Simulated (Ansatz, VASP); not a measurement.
**Si4O7: VASP beside Ansatz**

INCAR

```
PREC = Accurate
ENCUT = 520
EDIFF = 1E-6
ISMEAR = 0
SIGMA = 0.05
LREAL = F
LASPH = T
NELM = 100
ALGO = Normal
ISIF = 2
LWAVE = F
LCHARG = T
LELF = T
LVHAR = T
NBANDS = 40
```

File KPOINTS:

```
regular mesh
0
Gamma
  6 6 6
```

POSCAR

```
Si4O7
1.0
    0.0000000000      4.1548619959     -2.6614337333
    0.0000000000     -4.1548619959     -2.6614337333
   -4.1548619959      0.0000000000      2.6614337333
Si O
4 7
Direct
    0.2500000000      0.7500000000      0.5000000000
    0.7500000000      0.2500000000      0.5000000000
    0.0000000000      0.0000000000      1.0000000000
    0.5000000000      0.5000000000      1.0000000000
    1.0000000000      0.3055647994      0.3055647994
    0.5555647994      0.7500000000      0.8055647994
    0.0555647994      0.2500000000      0.8055647994
    0.0000000000      0.6944352006      0.6944352006
    0.5000000000      0.0486088002      0.5486088002
    0.9444352006      0.7500000000      0.1944352006
    0.4444352006      0.2500000000      0.1944352006
```

Input for Ansatz:

```yaml
crystal:
  lattice:
    - [0.0, 4.1548619959, -2.6614337333]
    - [0.0, -4.1548619959, -2.6614337333]
    - [-4.1548619959, 0.0, 2.6614337333]
  atoms:
    - { symbol: Si, position: [0.25, 0.75, 0.5] }
    - { symbol: Si, position: [0.75, 0.25, 0.5] }
    - { symbol: Si, position: [0.0, 0.0, 1.0] }
    - { symbol: Si, position: [0.5, 0.5, 1.0] }
    - { symbol: O, position: [1.0, 0.3055647994, 0.3055647994] }
    - { symbol: O, position: [0.5555647994, 0.75, 0.8055647994] }
    - { symbol: O, position: [0.0555647994, 0.25, 0.8055647994] }
    - { symbol: O, position: [0.0, 0.6944352006, 0.6944352006] }
    - { symbol: O, position: [0.5, 0.0486088002, 0.5486088002] }
    - { symbol: O, position: [0.9444352006, 0.75, 0.1944352006] }
    - { symbol: O, position: [0.4444352006, 0.25, 0.1944352006] }
basis:
  ecutwfc: 420
kpoints:
  mp_grid: { grid: [6, 6, 6] }
hamiltonian:
  xc: lda
  pseudopotentials: { kind: paw, azcp: { folder: soft_1 } }
scf:
  occupations: { method: gaussian, width: 0.05 }
output:
  forces: true
  stress: true
  eigenvalues: true
  write_density: true
  write_potential: true
  elf: true
  volumetric_format: npy
```

Change from the starting cell: O vacancy; atom 9 moved 0.375 of the way to it and +0.000 Å across, host rigid.

Alike in both runs: task single point; functional LDA; k mesh 6 × 6 × 6; occupations gaussian, width 0.05 eV; no spin polarisation.

|  | VASP | Ansatz |
| --- | --- | --- |
| version | VASP 6.6.1 | Ansatz 0.2.0 |
| potentials or method | VASP PAW LDA potentials, release 64 (Si, O), cutoff 520 eV | scalar-relativistic, plane waves, PAW |
| valence electrons in the cell | 58 | 58 |

Ansatz gave:

* gap on the k mesh at the Fermi level (eV): 0.19
* least direct gap on the mesh (eV): 0.89
* rms of the force components (eV/Å): 4.834

**Question.** What did VASP give for the same quantities?

**Answer.** gap on the k mesh at the Fermi level (eV): 0.20; least direct gap on the mesh (eV): 0.91; rms of the force components (eV/Å): 4.729.

Ansatz warns that its potentials were made for another functional, while VASP's fit it. LDA's correlation is that of Perdew and Zunger in VASP and of Perdew and Wang (1992) in Ansatz. Atom by atom the forces differ by 0.108 eV/Å (rms over components).
